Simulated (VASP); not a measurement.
Runs of VASP 6.6.1 on BiN. The structure is that of space group Fm-3m (No. 225), or close to it. The cells are those of the table. The cell was built from a structure type or drawn by symmetry, and may not be a known phase.

| cell | k mesh | smearing | gap on the mesh (eV) | pressure (GPa) |
| --- | --- | --- | --- | --- |
| a = 3.634 Å, angles 60.0°, 2 atoms | 5 × 5 × 5 | gaussian 0.15 eV | 0.93 | -0.3 |
| a = 3.633 Å, angles 119.9, 119.9, 90.1°, 2 atoms | 5 × 5 × 5 | gaussian 0.15 eV | 0.92 | -0.3 |
| a = 3.627, b = 3.627, c = 3.630 Å, angles 60.0, 60.0, 60.0°, 2 atoms | 4 × 4 × 4 | gaussian 0.15 eV | 1.24 | (a) |
| a = 3.628 Å, angles 60.0°, 2 atoms | 6 × 6 × 6 | gaussian 0.1 eV | 1.06 | (b) |

Alike in all rows: task single point; level PBE; potentials or basis VASP PAW PBE potentials, release 64 (Bi_d, N); no spin polarisation; cutoff (eV) 600.

Fill in the values left out.

(a) -0.4; (b) 0.9.

Caveats: some runs use coarse meshes; spin-orbit coupling is left out, which moves the levels of the heavy elements; an odd mesh through Γ misses points on the zone boundary, where band edges can lie (at least some runs).

A k mesh can miss the band edges, and the runs leave out spin-orbit coupling on Bi.
